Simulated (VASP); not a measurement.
Here is a VASP 6.6.1 calculation.

File INCAR:

```
PREC     = Accurate       # precision mode
ENCUT    = 600            # plane-wave cutoff, eV
EDIFF    = 1E-7           # SCF threshold, eV
ISMEAR   = 0              # smearing method
SIGMA    = 0.1            # smearing width, eV
LREAL    = F              # projectors in reciprocal space
LASPH    = T              # aspherical terms in the spheres
NELM     = 60             # most SCF steps
ALGO     = Normal         # electronic algorithm
ISIF     = 3              # what is computed and relaxed
LWAVE    = F              # write WAVECAR
LCHARG   = F              # write CHGCAR
GGA      = PE             # functional
IBRION   = 2              # ionic algorithm
NSW      = 90             # ionic steps
EDIFFG   = -0.04          # ionic threshold
```

File KPOINTS:

```
regular mesh
0
Gamma
  6 6 1
```

POSCAR

```
Zr2AlN3
1.0
    3.3805428000      0.0000000000      0.0000000000
   -1.6902714000      2.9276359500      0.0000000000
    0.0000000000      0.0000000000     16.2272569500
Zr Al N
4 2 6
Direct
    0.3333333300      0.6666666700      0.0000000000
    0.3333333300      0.6666666700      0.3333333300
    0.6666666700      0.3333333300      0.1666666700
    0.6666666700      0.3333333300      0.5000000000
    0.3333333300      0.6666666700      0.6666666700
    0.6666666700      0.3333333300      0.8333333300
    0.3333333300      0.6666666700      0.1266666700
    0.3333333300      0.6666666700      0.4600000000
    0.3333333300      0.6666666700      0.7933333300
    0.6666666700      0.3333333300      0.2933333300
    0.6666666700      0.3333333300      0.6266666700
    0.6666666700      0.3333333300      0.9600000000
```

Potentials or basis: VASP PAW PBE potentials, release 64 (Zr_sv, Al, N).

The run is started by

```sh
$ cat potpaw_PBE.64/Zr_sv/POTCAR potpaw_PBE.64/Al/POTCAR potpaw_PBE.64/N/POTCAR > POTCAR
$ mpirun -np 1 vasp_std > vasp.out
```

Predict the band gap on the k mesh.

zero (bands 42 and 43 overlap by 0.78 eV).

What does it give for the relaxed volume?

13.80 Å³/atom.

Predict the space group after relaxing (to 0.1 Å).

P3m1 (No. 156).

Step by step:
```
step  energy change (eV)  largest force (eV/Å)  pressure (GPa)  volume (Å³)
   1              0.0000                3.2366           11.75       160.60
   2             -0.1634                1.1663          -12.54       184.52
   3             -0.6850                1.5492           -2.92       172.68
   4             -0.9338                0.8714           -1.25       170.09
   5             -1.0581                1.4230            1.51       166.64
   6             -1.2194                1.0023            0.89       166.77
   7             -1.3123                0.8763            0.29       166.97
   8             -1.3911                0.7851           -0.61       167.48
   9             -1.4479                0.7624           -2.05       168.37
  10             -1.5056                0.7209            0.37       165.77
  11             -1.5155                0.6867            1.94       164.19
  12             -1.5644                0.3610            1.46       164.42
  13             -1.5757                0.3095            1.23       164.56
  14             -1.5761                0.2974            1.19       164.59
  15             -1.5911                0.2210           -0.61       166.24
  16             -1.5912                0.2145           -0.75       166.38
  17             -1.5988                0.1266           -0.27       165.92
  18             -1.6005                0.1497            0.11       165.57
  19             -1.6021                0.0959            0.00       165.63
  20             -1.6022                0.1258           -0.02       165.64
  21             -1.6029                0.0381            0.00       165.62
```

Caveat: the k points lie up to 0.38 Å⁻¹ apart in the final cell, too coarse for converged energies and pressures of a metal.
